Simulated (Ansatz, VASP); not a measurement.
**InO: VASP beside Ansatz**

```
In O
1.0
     3.55095    0.00000    0.00000
    -1.77547    3.07521    0.00000
     0.00000    0.00000   15.01861
In O
2 2
Direct
  0.66667 0.33333 0.59002
  0.66667 0.33333 0.40998
  0.00000 0.00000 0.63987
  0.00000 0.00000 0.36013
```

Alike in both runs: task single point; functional PBEsol; dispersion D3(BJ); k mesh 12 × 12 × 4; occupations gaussian, width 0.03 eV; no spin polarisation.

```csv
,VASP,Ansatz
version,VASP 6.6.1,Ansatz 0.2.0
potentials or method,"VASP PAW PBE potentials, release 64 (In_d, O), cutoff 520 eV","scalar-relativistic, plane waves, PAW"
valence electrons in the cell,38,38
```

Ansatz gave:

```
gap on the k mesh at the Fermi level (eV) : 0.40
least direct gap on the mesh (eV)         : 0.92
rms of the force components (eV/Å)        : 0.418
```

Task: Which values does VASP return?

Result: gap on the k mesh at the Fermi level (eV): 0.38; least direct gap on the mesh (eV): 0.91; rms of the force components (eV/Å): 0.402.

VASP's potentials were made for PBE, not for PBEsol. Atom by atom the forces differ by 0.018 eV/Å (rms over components).
